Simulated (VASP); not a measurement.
Here is a VASP 6.6.1 calculation.

File INCAR:

```
SYSTEM = CaO
ALGO = Normal ; EDIFF = 1E-6
ENCUT = 520 ; GGA = CA
ISIF = 2 ; ISMEAR = -1
LASPH = .TRUE. ; LCHARG = .TRUE.
LELF = .TRUE. ; LREAL = .FALSE.
LVHAR = .TRUE. ; LWAVE = .FALSE.
NBANDS = 15 ; NELM = 60
PREC = Accurate ; SIGMA = 0.02
```

KPOINTS

```
k-points
0
G
  8 8 8
  0 0 0
```

POSCAR

```
CaO
1.0
    0.0000000000      2.3539957932      2.3539957932
    2.3539957932      0.0000000000      2.3539957932
    2.3539957932      2.3539957932      0.0000000000
Ca O
1 1
Direct
    0.0000000000      0.0000000000      0.0000000000
    0.5000000000      0.5000000000      0.5000000000
```

Potentials or basis: VASP PAW LDA potentials, release 64 (Ca_sv, O).

Command:

```console
$ cat potpaw_LDA.64/Ca_sv/POTCAR potpaw_LDA.64/O/POTCAR > POTCAR
$ mpirun -np 1 vasp_std > vasp.out
```

Question: What does it give for the band gap on the k mesh?

Answer: 3.42 eV, indirect (least direct gap 3.78 eV).

Question: What does it give for the pressure?

Answer: 1.0 GPa.

A k mesh can miss the band edges.
